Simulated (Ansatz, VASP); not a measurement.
**CO2: VASP beside Ansatz**

File INCAR:

```
SYSTEM = CO2
ALGO = Normal
EDIFF = 1E-6
ENCUT = 520
GGA = PE
ISIF = 2
ISMEAR = 0
LASPH = .TRUE.
LCHARG = .FALSE.
LREAL = .FALSE.
LWAVE = .FALSE.
NBANDS = 44
NELM = 100
PREC = Accurate
SIGMA = 0.05
```

KPOINTS

```
k-points
0
G
  4 4 4
  0 0 0
```

The input POSCAR:

```
CO2
1.0
    6.0577362522      0.0000000000     -0.6814953284
    0.0000000000      6.0577362522      0.0000000000
   -0.6814953284      0.0000000000      5.9971588897
C O
4 8
Direct
    0.0000000000      0.0000000000      0.0000000000
    0.5000000000      0.0000000000      0.5000000000
    0.5000000000      0.5000000000      0.0000000000
    0.0000000000      0.5000000000      0.5000000000
    0.1114834447      0.1114834447      0.1114834447
    0.3885165553      0.8885165553      0.6114834447
    0.6114834447      0.3885165553      0.8885165553
    0.8885165553      0.6114834447      0.3885165553
    0.8885165553      0.8885165553      0.8885165553
    0.6114834447      0.1114834447      0.3885165553
    0.3885165553      0.6114834447      0.1114834447
    0.1114834447      0.3885165553      0.6114834447
```

Input for Ansatz:

```yaml
crystal:
  lattice:
    - [6.0577362522, 0.0, -0.6814953284]
    - [0.0, 6.0577362522, 0.0]
    - [-0.6814953284, 0.0, 5.9971588897]
  atoms:
    - { symbol: C, position: [0.0, 0.0, 0.0] }
    - { symbol: C, position: [0.5, 0.0, 0.5] }
    - { symbol: C, position: [0.5, 0.5, 0.0] }
    - { symbol: C, position: [0.0, 0.5, 0.5] }
    - { symbol: O, position: [0.1114834447, 0.1114834447, 0.1114834447] }
    - { symbol: O, position: [0.3885165553, 0.8885165553, 0.6114834447] }
    - { symbol: O, position: [0.6114834447, 0.3885165553, 0.8885165553] }
    - { symbol: O, position: [0.8885165553, 0.6114834447, 0.3885165553] }
    - { symbol: O, position: [0.8885165553, 0.8885165553, 0.8885165553] }
    - { symbol: O, position: [0.6114834447, 0.1114834447, 0.3885165553] }
    - { symbol: O, position: [0.3885165553, 0.6114834447, 0.1114834447] }
    - { symbol: O, position: [0.1114834447, 0.3885165553, 0.6114834447] }
basis:
  ecutwfc: 520.0
kpoints:
  mp_grid: { grid: [4, 4, 4] }
hamiltonian:
  xc: pbe
scf:
  occupations: { method: gaussian, width: 0.05 }
output:
  forces: true
  stress: true
  eigenvalues: true
```

Change from the starting cell: engineering shear strain xz -0.2250, normal strain along z -0.0100.

Alike in both runs: task single point; functional PBE; k mesh 4 × 4 × 4; occupations gaussian, width 0.05 eV; no spin polarisation.

|  | VASP | Ansatz |
| --- | --- | --- |
| version | VASP 6.6.1 | Ansatz 0.2.0 |
| potentials or method | VASP PAW PBE potentials, release 64 (C, O), cutoff 520 eV | scalar-relativistic, plane waves, PAW |
| valence electrons in the cell | 64 | 64 |

```csv
,VASP,Ansatz,Ansatz less VASP
gap on the k mesh at the Fermi level (eV),6.35,6.38,+0.025
least direct gap on the mesh (eV),6.35,6.38,+0.025
pressure (GPa),6.9,5.4,-1.50
"traceless stress, the component that is largest in VASP (GPa)",21.94,21.26,-0.683
rms of the force components (eV/Å),5.010,4.697,-0.3129
```

Atom by atom the forces differ by 0.426 eV/Å (rms over components).

Noted on VASP's run: the standard files for N, O and F lose accuracy on very short bonds.
